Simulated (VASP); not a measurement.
A run of VASP 6.6.1:

INCAR

```
SYSTEM = Cd
PREC = Accurate
ENCUT = 600
EDIFF = 1E-7
ISMEAR = -1
SIGMA = 0.1
LREAL = .False.
LASPH = .True.
NELM = 100
ALGO = Normal
ISIF = 3
LWAVE = .False.
LCHARG = .False.
GGA = PE
IBRION = 2
NSW = 80
EDIFFG = -0.01
```

KPOINTS

```
Automatic mesh
0
Gamma
  5 5 5
  0 0 0
```

POSCAR

```
Cd
1.0
    5.5686472891      0.0000000000      0.0000000000
    0.0000000000      5.5686472891      0.0000000000
    0.0000000000      0.0000000000      5.5686472891
Cd
8
Direct
    0.0000000000      0.0000000000      0.0000000000
    0.5000000000      0.5000000000      0.5000000000
    0.2500000000      0.0000000000      0.5000000000
    0.7500000000      0.0000000000      0.5000000000
    0.5000000000      0.2500000000      0.0000000000
    0.5000000000      0.7500000000      0.0000000000
    0.0000000000      0.5000000000      0.2500000000
    0.0000000000      0.5000000000      0.7500000000
```

Potentials or basis: VASP PAW PBE potentials, release 64 (Cd).

Launch:

```bash
$ cat potpaw_PBE.64/Cd/POTCAR > POTCAR
$ mpirun -np 1 vasp_std > vasp.out
```

Hardware: 1 thread of Intel(R) Xeon(R) 6975P-C (Granite Rapids) (shared host).

Q: How long does it take, and how much memory?

A: Run time: 2.6 min on 1 thread of Intel(R) Xeon(R) 6975P-C (Granite Rapids), on a shared host, peak memory 0.37 GiB. Counts: scf iterations 33, k points 10, ion steps 3.
